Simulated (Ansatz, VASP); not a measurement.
One calculation of InGa3As4, two programs

Contents of INCAR:

```
SYSTEM = InGa3As4
ALGO = Normal
EDIFF = 1E-6
ENCUT = 520
GGA = PE
ISIF = 2
ISMEAR = 0
LASPH = .TRUE.
LCHARG = .FALSE.
LREAL = .FALSE.
LWAVE = .FALSE.
NBANDS = 46
NELM = 60
PREC = Accurate
SIGMA = 0.1
```

The input KPOINTS:

```
k-points
0
G
  4 4 4
  0 0 0
```

Contents of POSCAR:

```
InGa3As4
1.0
   -2.9291993000      2.9291993000      5.8477107000
    2.9291993000     -2.9291993000      5.8477107000
    2.9291993000      2.9291993000     -5.8477107000
In Ga As
1 3 4
Direct
    0.0000000000      0.0000000000      0.0000000000
    0.7500000000      0.2500000000      0.5000000000
    0.5000000000      0.5000000000      0.0000000000
    0.2500000000      0.7500000000      0.5000000000
    0.3919820000      0.3919820000      0.5244880000
    0.1325060000      0.6080180000      0.0000000000
    0.8674940000      0.8674940000      0.4755120000
    0.6080180000      0.1325060000      0.0000000000
```

Input for Ansatz:

```yaml
crystal:
  lattice:
    - [-2.9291993, 2.9291993, 5.8477107]
    - [2.9291993, -2.9291993, 5.8477107]
    - [2.9291993, 2.9291993, -5.8477107]
  atoms:
    - { symbol: In, position: [0.0, 0.0, 0.0] }
    - { symbol: Ga, position: [0.75, 0.25, 0.5] }
    - { symbol: Ga, position: [0.5, 0.5, 0.0] }
    - { symbol: Ga, position: [0.25, 0.75, 0.5] }
    - { symbol: As, position: [0.391982, 0.391982, 0.524488] }
    - { symbol: As, position: [0.132506, 0.608018, 0.0] }
    - { symbol: As, position: [0.867494, 0.867494, 0.475512] }
    - { symbol: As, position: [0.608018, 0.132506, 0.0] }
basis:
  ecutwfc: 420
kpoints:
  mp_grid: { grid: [4, 4, 4] }
hamiltonian:
  xc: pbe
scf:
  occupations: { method: gaussian, width: 0.1 }
  lower_state_search: "off"
output:
  forces: true
  stress: true
  eigenvalues: true
```

Alike in both runs: task single point; functional PBE; k mesh 4 × 4 × 4; occupations gaussian, width 0.1 eV; no spin polarisation.

|  | VASP | Ansatz |
| --- | --- | --- |
| version | VASP 6.6.1 | Ansatz 0.2.0 |
| potentials or method | VASP PAW PBE potentials, release 64 (In_d, Ga_d, As), cutoff 520 eV | scalar-relativistic, plane waves, PAW |
| valence electrons in the cell | 72 | 112 |

|  | VASP | Ansatz | Ansatz less VASP |
| --- | --- | --- | --- |
| gap on the k mesh at the Fermi level (eV) | none | none | - |
| pressure (GPa) | 0.2 | 0.1 | -0.15 |

A gap of «none» marks a metal or a gap that the smearing closes. VASP's potentials hold 72 valence electrons a cell and Ansatz's 112, so a difference there can come from the potentials and not from the codes.

The k mesh is coarse, so the values compare programs but aren't converged.
